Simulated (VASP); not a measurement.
A run of VASP 6.6.1 is set up as follows.

File INCAR:

```
SYSTEM = Be2H3
PREC = Accurate
ENCUT = 600
EDIFF = 1E-7
ISMEAR = 0
SIGMA = 0.1
LREAL = .FALSE.
LASPH = .TRUE.
NELM = 100
ALGO = Normal
ISIF = 3
LWAVE = .FALSE.
LCHARG = .FALSE.
GGA = PE
IBRION = 2
NSW = 100
EDIFFG = -0.01
```

Contents of KPOINTS:

```
Automatic mesh
0
G
  8 8 14
  0 0 0
```

Contents of POSCAR:

```
Be2H3
1.0
    5.3353867837      0.0000000000      0.0000000000
    0.0000000000      5.3353867837      0.0000000000
    0.0000000000      0.0000000000      2.7170100053
Be H
4 6
Direct
    0.2965651359      0.0000000000      0.5000000000
    0.7034348641      0.0000000000      0.5000000000
    0.0000000000      0.2965651359      0.5000000000
    0.0000000000      0.7034348641      0.5000000000
    0.0000000000      0.5000000000      0.0000000000
    0.5000000000      0.0000000000      0.0000000000
    0.8038166863      0.5000000000      0.0000000000
    0.1961833137      0.5000000000      0.0000000000
    0.5000000000      0.8038166863      0.0000000000
    0.5000000000      0.1961833137      0.0000000000
```

Potentials or basis: VASP PAW PBE potentials, release 64 (Be, H).

Run with:

```sh
$ cat potpaw_PBE.64/Be/POTCAR potpaw_PBE.64/H/POTCAR > POTCAR
$ mpirun -np 1 vasp_std > vasp.out
```

Question: Estimate the relaxed volume.

Answer: 7.72 Å³/atom.

Question: Predict the relaxed cell.

Answer: a = 5.772 Å, b = 5.772 Å, c = 2.316 Å, α = 90.00°, β = 90.00°, γ = 90.00°.

Question: Predict the band gap on the k mesh.

Answer: Zero (band 7 reaches 3.34 eV, above the bottom of band 8 at 1.10 eV).

Forces in eV/Å, atoms in the order of the input:
```
Be   0.006  0.000  0.000
Be  -0.006  0.000  0.000
Be   0.000  0.006  0.000
Be   0.000 -0.006  0.000
H    0.000  0.000  0.000
H    0.000  0.000  0.000
H   -0.002  0.000  0.000
H    0.002  0.000  0.000
H    0.000 -0.002  0.000
H    0.000  0.002  0.000
```
